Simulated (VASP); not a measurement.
# Rh2C (R-3m) in VASP: notebook

Rh2C is run at these levels: PBE; tasks: single point, relaxation of cell and atoms.

Everything below comes from runs of VASP 6.6.1. Logs are shortened: lines on timing, memory, paths and dates and some standing lists are left out, and cuts for length are marked.

## 1. The cell of the first run

The structure is trigonal, space group R-3m (No. 166). The conventional cell has a = 2.973 Å, b = 2.973 Å, c = 13.471 Å, α = 90.00°, β = 90.00°, γ = 120.00°. Rh (site symmetry 3m) has 3 C at 2.05 Å within 2.7 Å. C (site symmetry -3m) has 6 Rh at 2.05 Å within 2.7 Å.

## 2. Single point, PBE

The input, INCAR:

```
SYSTEM = Rh2C
ALGO = Normal ; EDIFF = 1E-7
ENCUT = 520 ; GGA = PE
ISIF = 2 ; ISMEAR = 0
LASPH = .TRUE. ; LCHARG = .FALSE.
LREAL = .FALSE. ; LWAVE = .FALSE.
NBANDS = 24 ; NELM = 80
PREC = Accurate ; SIGMA = 0.1
```

The input, KPOINTS:

```
k-points
0
G
  6 6 6
  0 0 0
```

The input, POSCAR:

```
Rh2C
1.0
    1.4867172323      0.8583565943      4.4902663630
   -1.4867172323      0.8583565943      4.4902663630
    0.0000000000     -1.7167131886      4.4902663630
Rh C
2 1
Direct
    0.7500000000      0.7500000000      0.7500000000
    0.2500000000      0.2500000000      0.2500000000
    0.0000000000      0.0000000000      0.0000000000
```

Potentials or basis: VASP PAW PBE potentials, release 64 (Rh_pv, C).

Launch:

```sh
$ cat potpaw_PBE.64/Rh_pv/POTCAR potpaw_PBE.64/C/POTCAR > POTCAR
$ mpirun -np 1 vasp_std > vasp.out
```

OUTCAR:

```text
SYSTEM = Rh2C
   EDIFF = 1E-7
   ENCUT = 520
   GGA = PE
   ISIF = 2
   ISMEAR = 0
   LASPH = .TRUE.
   LREAL = .FALSE.
   NELM = 80
   PREC = Accurate

 ion  position               nearest neighbor table
   1  0.750  0.750  0.750-   3 2.05   3 2.05   3 2.05   2 2.83   2 2.83   2 2.83   2 2.83   2 2.83
                             2 2.83
   2  0.250  0.250  0.250-   3 2.05   3 2.05   3 2.05   1 2.83   1 2.83   1 2.83   1 2.83   1 2.83
                             1 2.83
   3  0.000  0.000  0.000-   1 2.05   1 2.05   2 2.05   2 2.05   1 2.05   2 2.05

  LATTYP: Found a trigonal (rhomboedric) cell.
 ALAT       =     4.8072441359
 COS(alpha) =     0.8087090651

  Lattice vectors:

 A1 = (   1.4867172323,   0.8583565943,   4.4902663630)
 A2 = (  -1.4867172323,   0.8583565943,   4.4902663630)
 A3 = (   0.0000000000,  -1.7167131886,   4.4902663630)

Analysis of symmetry for initial positions (statically):
=====================================================================
 Subroutine PRICEL returns:
 Original cell was already a primitive cell.

 Routine SETGRP: Setting up the symmetry group for a
 trigonal (rhombohedral) supercell.

 Subroutine GETGRP returns: Found 12 space group operations
 (whereof 12 operations were pure point group operations)
 out of a pool of 12 trial point group operations.

The static configuration has the point symmetry D_3d.

Analysis of symmetry for dynamics (positions and initial velocities):
=====================================================================
 Subroutine PRICEL returns:
 Original cell was already a primitive cell.

 Routine SETGRP: Setting up the symmetry group for a
 trigonal (rhombohedral) supercell.

 Subroutine GETGRP returns: Found 12 space group operations
 (whereof 12 operations were pure point group operations)
 out of a pool of 12 trial point group operations.

The dynamic configuration has the point symmetry D_3d.

 Subroutine INISYM returns: Found 12 space group operations
 (whereof 12 operations are pure point group operations),
 and found     1 'primitive' translations

----------------------------------------------------------------------------------------

                                     Primitive cell

  volume of cell :      34.3811

  direct lattice vectors                    reciprocal lattice vectors
[... 85 lines left out ...]
   LSORBIT =      F    spin-orbit coupling
   LASPH  =      T    aspherical Exc in radial PAW
   ENCUT  =  520.0 eV  38.22 Ry    6.18 a.u.   8.94  8.94  8.94*2*pi/ulx,y,z
   NELM   =     80;   NELMIN=  2; NELMDL= -5     # of ELM steps
   EDIFF  = 0.1E-06   stopping-criterion for ELM
   LREAL  =      F    real-space projection
   EDIFFG = 0.1E-05   stopping-criterion for IOM
   NSW    =      0    number of steps for IOM
   IBRION =     -1    ionic relax: 0-MD 1-quasi-New 2-CG
   NFREE  =      0    steps in history (QN), initial steepest desc. (CG)
   ISIF   =      2    stress and relaxation
   ISYM   =      2    0-nonsym 1-usesym 2-fastsym
   POTIM  = 0.5000    time-step for ionic-motion
   TEBEG  =    0.0;   TEEND  =   0.0 temperature during run
   PSTRESS=    0.0 pullay stress
   NELECT =      34.0000    total number of electrons
   NUPDOWN=      -1.0000    fix difference up-down
   EMIN   =  10.00;   EMAX   =-10.00  energy-range for DOS
   EFERMI =   0.00;   METHOD = LEGACY
   ISMEAR =     0;   SIGMA  =   0.10  broadening in eV -4-tet -1-fermi 0-gaus
   EFERMI_NEDOS =   21; number of points for ismear=-14 and -15
   IALGO  =     38    algorithm
   IMIX   =      4    mixing-type and parameters
     AMIX     =   0.40;   BMIX     =  1.00
     AMIX_MAG =   1.60;   BMIX_MAG =  1.00
  volume/ion in A,a.u.               =      11.46        77.34
  Fermi-wavevector in a.u.,A,eV,Ry     =   1.631028  3.082195 36.194913  2.660251
  Thomas-Fermi vector in A             =   2.723231
   LORBIT       =      0    0 simple, 1 ext, 2 COOP (PROOUT), +10 PAW based schemes
   GGA     = PE    functional components
   LHFCALC =     F    Hartree Fock is set to
   AEXX    =    0.0000 exact exchange contribution
   IVDW    =     0    specifies the selected vdW correction
   LEPSILON=     F    determine dielectric tensor
   LRPA    =     F    only Hartree local field effects (RPA)
 non-spin polarized calculation
 Gauss-broadening in eV      SIGMA  =   0.10
  energy-cutoff  :      520.00
  volume of cell :       34.38
 maximum number of plane-waves:       944
   NGX = 17   NGY = 17   NGZ = 17

 number of electron      33.9999995 magnetization

 Free energy of the ion-electron system (eV)
  ---------------------------------------------------
  ext. energy  EPLUGINS =         0.00000000
  ---------------------------------------------------
  free energy    TOTEN  =       -22.72000915 eV

  energy without entropy =      -22.70220203  energy(sigma->0) =      -22.71110559

 E-fermi :  11.1005     XC(G=0): -13.6354

 val. band max:       11.0807637830   @ k =   0.5000  -0.0000  -0.0000
 cond. band min:      11.1025627622   @ k =  -0.3333   0.5000   0.3333
 fundamental gap:      0.0217989792
 Fermi energy:        11.1004657099

 k-point     1 :       0.0000    0.0000    0.0000
  band No.  band energies     occupation
      1     -35.7021      2.00000
      2     -35.4206      2.00000
      3     -35.4206      2.00000
      4     -35.3466      2.00000
      5     -35.3466      2.00000
      6     -35.2530      2.00000
[... 637 lines left out ...]
     23      22.2839      0.00000
     24      23.7911      0.00000

 [... further k-points ...]

------------------------ aborting loop because EDIFF is reached ----------------------------------------

  FORCE on cell =-STRESS in cart. coord.  units (eV):
  Direction    XX          YY          ZZ          XY          YZ          ZX
  --------------------------------------------------------------------------------------
  -------------------------------------------------------------------------------------
  Total        3.2524213      3.2524213     -0.1706947      0.0000000     -0.0000000      0.0000000
  in kB      151.5646412    151.5646412     -7.9544658      0.0000000     -0.0000000      0.0000000
  external PRESSURE =      98.3916055 kB  Pullay stress =       0.0000000 kB

 VOLUME and BASIS-vectors are now :
 -----------------------------------------------------------------------------
  energy-cutoff  :      520.00
  volume of cell :       34.38
      direct lattice vectors                 reciprocal lattice vectors
     1.486717232  0.858356594  4.490266363     0.336311431  0.194169495  0.074234646
    -1.486717232  0.858356594  4.490266363    -0.336311431  0.194169495  0.074234646
     0.000000000 -1.716713189  4.490266363     0.000000000 -0.388338991  0.074234646

 POSITION                                       TOTAL-FORCE (eV/Angst)
 -----------------------------------------------------------------------------------
      0.00000      0.00000     10.10310         0.000000      0.000000     -0.075467
      0.00000      0.00000      3.36770         0.000000     -0.000000      0.075467
      0.00000      0.00000      0.00000         0.000000     -0.000000     -0.000000
 -----------------------------------------------------------------------------------
    total drift:                               -0.000000      0.000000      0.000000

  FREE ENERGIE OF THE ION-ELECTRON SYSTEM (eV)
  ---------------------------------------------------
  free  energy   TOTEN  =       -22.7200091458 eV

  energy  without entropy=      -22.7022020330  energy(sigma->0) =      -22.71110559
```

OSZICAR:

```text
N       E                     dE             d eps       ncg     rms          rms(c)
DAV:   1     0.368614082350E+03    0.36861E+03   -0.21268E+04  1536   0.162E+03
DAV:   2    -0.145815948040E+02   -0.38320E+03   -0.36951E+03  1712   0.481E+02
DAV:   3    -0.248086928844E+02   -0.10227E+02   -0.10096E+02  1816   0.851E+01
DAV:   4    -0.248921797360E+02   -0.83487E-01   -0.83471E-01  1728   0.802E+00
DAV:   5    -0.248932602591E+02   -0.10805E-02   -0.10805E-02  1856   0.917E-01    0.256E+01
DAV:   6    -0.231908667286E+02    0.17024E+01   -0.87725E+00  1992   0.302E+01    0.842E+00
DAV:   7    -0.227491815573E+02    0.44169E+00   -0.16565E+00  1792   0.138E+01    0.771E+00
DAV:   8    -0.227227696241E+02    0.26412E-01   -0.10588E-01  1624   0.274E+00    0.398E-01
DAV:   9    -0.227199014555E+02    0.28682E-02   -0.62010E-03  1768   0.651E-01    0.137E-01
DAV:  10    -0.227200058773E+02   -0.10442E-03   -0.11322E-03  1752   0.232E-01    0.528E-02
DAV:  11    -0.227200109230E+02   -0.50457E-05   -0.16916E-05  1888   0.378E-02    0.216E-02
DAV:  12    -0.227200089819E+02    0.19411E-05   -0.18115E-06  1736   0.159E-02    0.522E-03
DAV:  13    -0.227200091244E+02   -0.14258E-06   -0.15403E-07  1416   0.403E-03    0.895E-04
DAV:  14    -0.227200091458E+02   -0.21328E-07   -0.22197E-08   816   0.122E-03
   1 F= -.22720009E+02 E0= -.22711106E+02  d E =-.178071E-01
```

It took 25 s on 1 thread of Intel Xeon 6975P-C (Granite Rapids), shared host; peak memory 0.21 GiB.

Results:

```yaml
Free_energy: -22.7200 eV
Pressure: 9.8 GPa
Largest_force: 0.075 eV/Å
Band_gap_on_the_k_mesh: zero (band 17 reaches 11.18 eV, above the bottom of band 18 at 9.31 eV)
```

Forces on the atoms (eV/Å):
```
Rh   0.000  0.000 -0.075
Rh   0.000  0.000  0.075
C    0.000  0.000  0.000
```

Stress tensor (GPa, compression positive):
```
15.16  0.00  0.00
 0.00 15.16  0.00
 0.00  0.00 -0.80
```

Caveat: the k points lie up to 0.41 Å⁻¹ apart.

(Part 1 of 2 ends here.)
